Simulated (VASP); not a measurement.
# MgS (gw) (Fm-3m) in VASP: further runs

The runs below take MgS (gw) through single point, with PBEsol.

Everything below comes from runs of VASP 6.6.1. Logs are shortened: lines on timing, memory, paths and dates and some standing lists are left out, and cuts for length are marked.

## (1) The cell of the first run

The structure is cubic, space group Fm-3m (No. 225). The conventional cell has a = 5.182 Å, b = 5.182 Å, c = 5.182 Å, α = 90.00°, β = 90.00°, γ = 90.00°. Within 3.4 Å of Mg (site symmetry m-3m) lie 6 S at 2.59 Å. S (site symmetry m-3m) has 6 Mg at 2.59 Å within 3.4 Å.

## (2) Single point, PBEsol

Contents of INCAR:

```
  PREC = Accurate
  ENCUT = 520
  EDIFF = 1E-6
  ISMEAR = 0
  SIGMA = 0.01
  LREAL = False
  LASPH = True
  NELM = 80
  ALGO = Normal
  ISIF = 2
  LWAVE = False
  LCHARG = False
  GGA = PS
  NBANDS = 11
```

Contents of KPOINTS:

```
Automatic mesh
0
Gamma
  4 4 4
```

Contents of POSCAR:

```
MgS
1.0
    0.0000000000      2.5912100416      2.5912100416
    2.5912100416      0.0000000000      2.5912100416
    2.5912100416      2.5912100416      0.0000000000
Mg S
1 1
Direct
    0.0000000000      0.0000000000      0.0000000000
    0.5000000000      0.5000000000      0.5000000000
```

Potentials or basis: VASP PAW PBE potentials, release 64 (Mg, S).

Run with:

```
$ cat potpaw_PBE.64/Mg/POTCAR potpaw_PBE.64/S/POTCAR > POTCAR
$ mpirun -np 1 vasp_std > vasp.out
```

OUTCAR:

```text
PREC = Accurate
   ENCUT = 520
   EDIFF = 1E-6
   ISMEAR = 0
   LREAL = False
   LASPH = True
   NELM = 80
   ISIF = 2
   GGA = PS

 ion  position               nearest neighbor table
   1  0.000  0.000  0.000-   2 2.59   2 2.59   2 2.59   2 2.59   2 2.59   2 2.59
   2  0.500  0.500  0.500-   1 2.59   1 2.59   1 2.59   1 2.59   1 2.59   1 2.59

  LATTYP: Found a face centered cubic cell.
 ALAT       =     5.1824200832

  Lattice vectors:

 A1 = (   0.0000000000,   2.5912100416,   2.5912100416)
 A2 = (   2.5912100416,   0.0000000000,   2.5912100416)
 A3 = (   2.5912100416,   2.5912100416,   0.0000000000)

Analysis of symmetry for initial positions (statically):
=====================================================================
 Subroutine PRICEL returns:
 Original cell was already a primitive cell.

 Routine SETGRP: Setting up the symmetry group for a
 face centered cubic supercell.

 Subroutine GETGRP returns: Found 48 space group operations
 (whereof 48 operations were pure point group operations)
 out of a pool of 48 trial point group operations.

The static configuration has the point symmetry O_h .

Analysis of symmetry for dynamics (positions and initial velocities):
=====================================================================
 Subroutine PRICEL returns:
 Original cell was already a primitive cell.

 Routine SETGRP: Setting up the symmetry group for a
 face centered cubic supercell.

 Subroutine GETGRP returns: Found 48 space group operations
 (whereof 48 operations were pure point group operations)
 out of a pool of 48 trial point group operations.

The dynamic configuration has the point symmetry O_h .

 Subroutine INISYM returns: Found 48 space group operations
 (whereof 48 operations are pure point group operations),
 and found     1 'primitive' translations

----------------------------------------------------------------------------------------

                                     Primitive cell

  volume of cell :      34.7967

  direct lattice vectors                    reciprocal lattice vectors
     0.000000000  2.591210042  2.591210042    -0.192960043  0.192960043  0.192960043
     2.591210042  0.000000000  2.591210042     0.192960043 -0.192960043  0.192960043
     2.591210042  2.591210042  0.000000000     0.192960043  0.192960043 -0.192960043

  length of vectors
     3.664524384  3.664524384  3.664524384     0.334216598  0.334216598  0.334216598

  position of ions in fractional coordinates (direct lattice)
     0.000000000  0.000000000  0.000000000
     0.500000000  0.500000000  0.500000000

  ion indices of the primitive-cell ions
   primitive index   ion index
                 1           1
                 2           2

----------------------------------------------------------------------------------------

 KPOINTS: Automatic mesh

Automatic generation of k-mesh.
 Grid dimensions read from file:
 generate k-points for:    4    4    4

 Generating k-lattice:

  Cartesian coordinates                     Fractional coordinates (reciprocal lattice)
    -0.048240011  0.048240011  0.048240011     0.250000000  0.000000000  0.000000000
     0.048240011 -0.048240011  0.048240011     0.000000000  0.250000000  0.000000000
     0.048240011  0.048240011 -0.048240011     0.000000000  0.000000000  0.250000000

  Length of vectors
     0.083554149  0.083554149  0.083554149

  Shift w.r.t. Gamma in fractional coordinates (k-lattice)
     0.000000000  0.000000000  0.000000000

 Subroutine IBZKPT returns following result:
 ===========================================

 Found      8 irreducible k-points:

 Following reciprocal coordinates:
            Coordinates               Weight
  0.000000  0.000000  0.000000      1.000000
  0.250000  0.000000  0.000000      8.000000
  0.500000  0.000000  0.000000      4.000000
  0.250000  0.250000  0.000000      6.000000
  0.500000  0.250000  0.000000     24.000000
 -0.250000  0.250000  0.000000     12.000000
  0.500000  0.500000  0.000000      3.000000
 -0.250000  0.500000  0.250000      6.000000
   k-points           NKPTS =      8   k-points in BZ     NKDIM =      8   number of bands    NBANDS=     11
   number of dos      NEDOS =    301   number of ions     NIONS =      2
   total plane-waves  NPLWV =  21952
   dimension x,y,z NGX =    28 NGY =   28 NGZ =   28
   dimension x,y,z NGXF=    56 NGYF=   56 NGZF=   56
   ions per type =               1   1
   NGX,Y,Z   is equivalent  to a cutoff of  12.70, 12.70, 12.70 a.u.
   NGXF,Y,Z  is equivalent  to a cutoff of  25.41, 25.41, 25.41 a.u.
 SYSTEM =  unknown system
   PREC   = accura    normal or accurate (medium, high low for compatibility)
   ISTART =      0    job   : 0-new  1-cont  2-samecut
   ICHARG =      2    charge: 1-file 2-atom 10-const
   ISPIN  =      1    spin polarized calculation?
   LNONCOLLINEAR =      F non collinear calculations
   LSORBIT =      F    spin-orbit coupling
   LASPH  =      T    aspherical Exc in radial PAW
   ENCUT  =  520.0 eV  38.22 Ry    6.18 a.u.   6.81  6.81  6.81*2*pi/ulx,y,z
   NELM   =     80;   NELMIN=  2; NELMDL= -5     # of ELM steps
   EDIFF  = 0.1E-05   stopping-criterion for ELM
   LREAL  =      F    real-space projection
   EDIFFG = 0.1E-04   stopping-criterion for IOM
   NSW    =      0    number of steps for IOM
   IBRION =     -1    ionic relax: 0-MD 1-quasi-New 2-CG
   NFREE  =      0    steps in history (QN), initial steepest desc. (CG)
   ISIF   =      2    stress and relaxation
   ISYM   =      2    0-nonsym 1-usesym 2-fastsym
   POTIM  = 0.5000    time-step for ionic-motion
   TEBEG  =    0.0;   TEEND  =   0.0 temperature during run
   PSTRESS=    0.0 pullay stress
   NELECT =       8.0000    total number of electrons
   NUPDOWN=      -1.0000    fix difference up-down
   EMIN   =  10.00;   EMAX   =-10.00  energy-range for DOS
   EFERMI =   0.00;   METHOD = LEGACY
   ISMEAR =     0;   SIGMA  =   0.01  broadening in eV -4-tet -1-fermi 0-gaus
   EFERMI_NEDOS =   21; number of points for ismear=-14 and -15
   IALGO  =     38    algorithm
   IMIX   =      4    mixing-type and parameters
     AMIX     =   0.40;   BMIX     =  1.00
     AMIX_MAG =   1.60;   BMIX_MAG =  1.00
  volume/ion in A,a.u.               =      17.40       117.41
  Fermi-wavevector in a.u.,A,eV,Ry     =   1.002903  1.895212 13.684933  1.005814
  Thomas-Fermi vector in A             =   2.135420
   LORBIT       =      0    0 simple, 1 ext, 2 COOP (PROOUT), +10 PAW based schemes
   GGA     = PS    functional components
   LHFCALC =     F    Hartree Fock is set to
   AEXX    =    0.0000 exact exchange contribution
   IVDW    =     0    specifies the selected vdW correction
   LEPSILON=     F    determine dielectric tensor
   LRPA    =     F    only Hartree local field effects (RPA)
 non-spin polarized calculation
 Gauss-broadening in eV      SIGMA  =   0.01
  energy-cutoff  :      520.00
  volume of cell :       34.80
 maximum number of plane-waves:       960
   NGX = 13   NGY = 13   NGZ = 13

 number of electron       7.9999999 magnetization

 Free energy of the ion-electron system (eV)
  ---------------------------------------------------
  ext. energy  EPLUGINS =         0.00000000
  ---------------------------------------------------
  free energy    TOTEN  =        -9.02261527 eV

  energy without entropy =       -9.02261527  energy(sigma->0) =       -9.02261527

 E-fermi :   3.8613     XC(G=0):  -9.8794

 val. band max:        3.8145657433   @ k =   0.0000   0.0000   0.0000
 cond. band min:       6.5160309334   @ k =   0.5000   0.5000   0.0000
 fundamental gap:      2.7014651902
 Fermi energy:         3.8612695916

 k-point     1 :       0.0000    0.0000    0.0000
  band No.  band energies     occupation
      1      -8.9408      2.00000
      2       3.8146      2.00000
      3       3.8146      2.00000
      4       3.8146      2.00000
      5       7.4881      0.00000
      6      11.6392      0.00000
      7      11.6392      0.00000
      8      11.6392      0.00000
      9      14.1201      0.00000
     10      14.1201      0.00000
     11      16.1142      0.00000

 k-point     2 :       0.2500    0.0000    0.0000
  band No.  band energies     occupation
      1      -8.3607      2.00000
      2       0.9258      2.00000
      3       3.4783      2.00000
      4       3.4783      2.00000
      5       8.6705      0.00000
      6      11.5435      0.00000
      7      11.5435      0.00000
      8      12.0828      0.00000
      9      14.0320      0.00000
     10      14.0320      0.00000
     11      15.6261      0.00000

 k-point     3 :       0.5000    0.0000    0.0000
  band No.  band energies     occupation
      1      -7.5782      2.00000
      2      -1.1598      2.00000
      3       3.1996      2.00000
      4       3.1996      2.00000
      5       8.2135      0.00000
      6      10.6301      0.00000
      7      10.6301      0.00000
      8      13.9909      0.00000
      9      15.8400      0.00000
     10      18.2413      0.00000
     11      18.2413      0.00000

 k-point     4 :       0.2500    0.2500    0.0000
  band No.  band energies     occupation
      1      -8.1781      2.00000
      2       1.1908      2.00000
      3       2.8063      2.00000
      4       2.8063      2.00000
      5       8.7734      0.00000
      6       9.2491      0.00000
      7      11.9961      0.00000
      8      13.9509      0.00000
      9      13.9509      0.00000
     10      15.1317      0.00000
     11      19.1381      0.00000

 k-point     5 :       0.5000    0.2500    0.0000
  band No.  band energies     occupation
      1      -7.4064      2.00000
      2      -0.3541      2.00000
      3       1.5209      2.00000
      4       2.5645      2.00000
      5       8.1221      0.00000
      6      10.4704      0.00000
      7      12.5513      0.00000
      8      12.7428      0.00000
      9      16.4655      0.00000
     10      18.4150      0.00000
     11      19.3235      0.00000

 k-point     6 :      -0.2500    0.2500    0.0000
  band No.  band energies     occupation
      1      -7.6582      2.00000
      2       0.0100      2.00000
      3       1.3877      2.00000
      4       3.1575      2.00000
      5       9.3840      0.00000
      6      11.4062      0.00000
      7      11.6063      0.00000
      8      11.7197      0.00000
      9      14.2560      0.00000
     10      17.9346      0.00000
     11      18.9984      0.00000

 k-point     7 :       0.5000    0.5000    0.0000
  band No.  band energies     occupation
      1      -7.1884      2.00000
      2      -0.5232      2.00000
      3       2.0726      2.00000
      4       2.0726      2.00000
      5       6.5160      0.00000
      6       7.9975      0.00000
      7      15.7992      0.00000
      8      16.6535      0.00000
      9      17.1814      0.00000
     10      17.1814      0.00000
     11      19.7098      0.00000

 k-point     8 :      -0.2500    0.5000    0.2500
  band No.  band energies     occupation
      1      -7.1406      2.00000
      2       0.4658      2.00000
      3       0.4658      2.00000
      4       1.3751      2.00000
      5       9.0540      0.00000
      6      11.6620      0.00000
      7      11.6620      0.00000
      8      11.8175      0.00000
      9      18.1362      0.00000
     10      18.1362      0.00000
     11      19.5496      0.00000

------------------------ aborting loop because EDIFF is reached ----------------------------------------

  FORCE on cell =-STRESS in cart. coord.  units (eV):
  Direction    XX          YY          ZZ          XY          YZ          ZX
  --------------------------------------------------------------------------------------
  -------------------------------------------------------------------------------------
  Total        0.0393837      0.0393837      0.0393837     -0.0000000     -0.0000000      0.0000000
  in kB        1.8133821      1.8133821      1.8133821     -0.0000000     -0.0000000      0.0000000
  external PRESSURE =       1.8133821 kB  Pullay stress =       0.0000000 kB

 VOLUME and BASIS-vectors are now :
 -----------------------------------------------------------------------------
  energy-cutoff  :      520.00
  volume of cell :       34.80
      direct lattice vectors                 reciprocal lattice vectors
     0.000000000  2.591210042  2.591210042    -0.192960043  0.192960043  0.192960043
     2.591210042  0.000000000  2.591210042     0.192960043 -0.192960043  0.192960043
     2.591210042  2.591210042  0.000000000     0.192960043  0.192960043 -0.192960043

 POSITION                                       TOTAL-FORCE (eV/Angst)
 -----------------------------------------------------------------------------------
      0.00000      0.00000      0.00000        -0.000000     -0.000000     -0.000000
      2.59121      2.59121      2.59121         0.000000      0.000000      0.000000
 -----------------------------------------------------------------------------------
    total drift:                                0.000000      0.000000      0.000000

  FREE ENERGIE OF THE ION-ELECTRON SYSTEM (eV)
  ---------------------------------------------------
  free  energy   TOTEN  =        -9.0226152742 eV

  energy  without entropy=       -9.0226152742  energy(sigma->0) =       -9.02261527
```

Wall time 3.1 s (1 thread of AMD EPYC 7R13 (Zen 3), shared host); peak memory 0.12 GiB.

Results:

* Free energy: -9.0226 eV
* Pressure: 0.2 GPa
* Band gap on the k mesh: 2.70 eV, indirect (least direct gap 3.67 eV)

Caveat: the k points lie up to 0.52 Å⁻¹ apart; the PAW data sets were made with another functional, which shifts forces and pressure a little. A hybrid or GW would open this gap; PBEsol tends to underestimate it.

## (3) Single point, PBEsol

Contents of INCAR:

```
SYSTEM = MgS
PREC = Accurate ; ENCUT = 520
EDIFF = 1E-7 ; ISMEAR = 0
SIGMA = 0.01 ; LREAL = .False.
LASPH = .True. ; NELM = 60
ALGO = Normal ; ISIF = 2
LWAVE = .False. ; LCHARG = .True.
GGA = PS ; LELF = .True.
LVHAR = .True. ; NBANDS = 11
```

Contents of KPOINTS:

```
regular mesh
0
Gamma
  4 4 4
  0 0 0
```

POSCAR is that of step 2.

Potentials or basis: VASP PAW PBE potentials, release 64 (Mg, S).

Run with:

```
$ cat potpaw_PBE.64/Mg/POTCAR potpaw_PBE.64/S/POTCAR > POTCAR
$ mpirun -np 1 vasp_std > vasp.out
```

OUTCAR:

```text
SYSTEM = MgS
   PREC = Accurate
   ENCUT = 520
   EDIFF = 1E-7
   ISMEAR = 0
   LREAL = .False.
   LASPH = .True.
   NELM = 60
   ISIF = 2
   GGA = PS

 ion  position               nearest neighbor table
   1  0.000  0.000  0.000-   2 2.59   2 2.59   2 2.59   2 2.59   2 2.59   2 2.59
   2  0.500  0.500  0.500-   1 2.59   1 2.59   1 2.59   1 2.59   1 2.59   1 2.59

  LATTYP: Found a face centered cubic cell.
 ALAT       =     5.1824200832

  Lattice vectors:

 A1 = (   0.0000000000,   2.5912100416,   2.5912100416)
 A2 = (   2.5912100416,   0.0000000000,   2.5912100416)
 A3 = (   2.5912100416,   2.5912100416,   0.0000000000)

Analysis of symmetry for initial positions (statically):
=====================================================================
 Subroutine PRICEL returns:
 Original cell was already a primitive cell.

 Routine SETGRP: Setting up the symmetry group for a
 face centered cubic supercell.

 Subroutine GETGRP returns: Found 48 space group operations
 (whereof 48 operations were pure point group operations)
 out of a pool of 48 trial point group operations.

The static configuration has the point symmetry O_h .

Analysis of symmetry for dynamics (positions and initial velocities):
[... 155 lines left out ...]
      5       7.4881      0.00000
      6      11.6392      0.00000
      7      11.6392      0.00000
      8      11.6392      0.00000
      9      14.1200      0.00000
     10      14.1200      0.00000
     11      16.1146      0.00000
[... 85 lines left out ...]
 k-point     8 :      -0.2500    0.5000    0.2500
  band No.  band energies     occupation
      1      -7.1408      2.00000
      2       0.4657      2.00000
      3       0.4657      2.00000
      4       1.3750      2.00000
      5       9.0539      0.00000
      6      11.6621      0.00000
      7      11.6621      0.00000
      8      11.8175      0.00000
      9      18.1361      0.00000
     10      18.1361      0.00000
     11      19.5466      0.00000

------------------------ aborting loop because EDIFF is reached ----------------------------------------

  FORCE on cell =-STRESS in cart. coord.  units (eV):
  Direction    XX          YY          ZZ          XY          YZ          ZX
  --------------------------------------------------------------------------------------
  -------------------------------------------------------------------------------------
  Total        0.0424092      0.0424092      0.0424092     -0.0000000      0.0000000     -0.0000000
  in kB        1.9526861      1.9526861      1.9526861     -0.0000000      0.0000000     -0.0000000
  external PRESSURE =       1.9526861 kB  Pullay stress =       0.0000000 kB

 VOLUME and BASIS-vectors are now :
 -----------------------------------------------------------------------------
  energy-cutoff  :      520.00
  volume of cell :       34.80
      direct lattice vectors                 reciprocal lattice vectors
     0.000000000  2.591210042  2.591210042    -0.192960043  0.192960043  0.192960043
     2.591210042  0.000000000  2.591210042     0.192960043 -0.192960043  0.192960043
     2.591210042  2.591210042  0.000000000     0.192960043  0.192960043 -0.192960043

 POSITION                                       TOTAL-FORCE (eV/Angst)
 -----------------------------------------------------------------------------------
      0.00000      0.00000      0.00000         0.000000     -0.000000     -0.000000
      2.59121      2.59121      2.59121        -0.000000      0.000000      0.000000
 -----------------------------------------------------------------------------------
    total drift:                                0.000000      0.000000      0.000000

  FREE ENERGIE OF THE ION-ELECTRON SYSTEM (eV)
  ---------------------------------------------------
  free  energy   TOTEN  =        -9.0226150481 eV

  energy  without entropy=       -9.0226150481  energy(sigma->0) =       -9.02261505
```

stdout:

```text
POSCAR found type information on POSCAR MgS
 POSCAR found :  2 types and       2 ions
 scaLAPACK will be used
 -----------------------------------------------------------------------------
|                                                                             |
|                                                                             |
|     You enforced a specific xc type in the INCAR file but a different       |
|     I HOPE YOU KNOW WHAT YOU ARE DOING!                                     |
|                                                                             |
 -----------------------------------------------------------------------------

 LDA part: xc-table for (Slater+PW92), standard interpolation
 POSCAR, INCAR and KPOINTS ok, starting setup
 FFT: planning ... GRIDC
 FFT: planning ... GRID_SOFT
 FFT: planning ... GRID
 WAVECAR not read
 entering main loop
```

It took 4.1 s on 1 thread of AMD EPYC 7R13 (Zen 3), shared host; peak memory 0.12 GiB.

What came out:

```
Free energy            : -9.0226 eV
Pressure               : 0.2 GPa
Band gap on the k mesh : 2.70 eV, indirect (least direct gap 3.67 eV)
```

Levels at points of the mesh, in eV from the valence-band top:
```tsv
k point	band 1	band 2	band 3	band 4	band 5	band 6	band 7	band 8	band 9
(0.00, 0.00, 0.00)	-12.76	0.00	0.00	0.00	3.67	7.82	7.82	7.82	10.31
(0.50, 0.00, 0.00)	-11.39	-4.97	-0.62	-0.62	4.40	6.82	6.82	10.18	12.03
(0.50, 0.50, 0.00)	-11.00	-4.34	-1.74	-1.74	2.70	4.18	11.98	12.84	13.37
```

Caveat: the k points lie up to 0.52 Å⁻¹ apart; the PAW data sets were made with another functional, which shifts forces and pressure a little. A k mesh can miss the band edges.
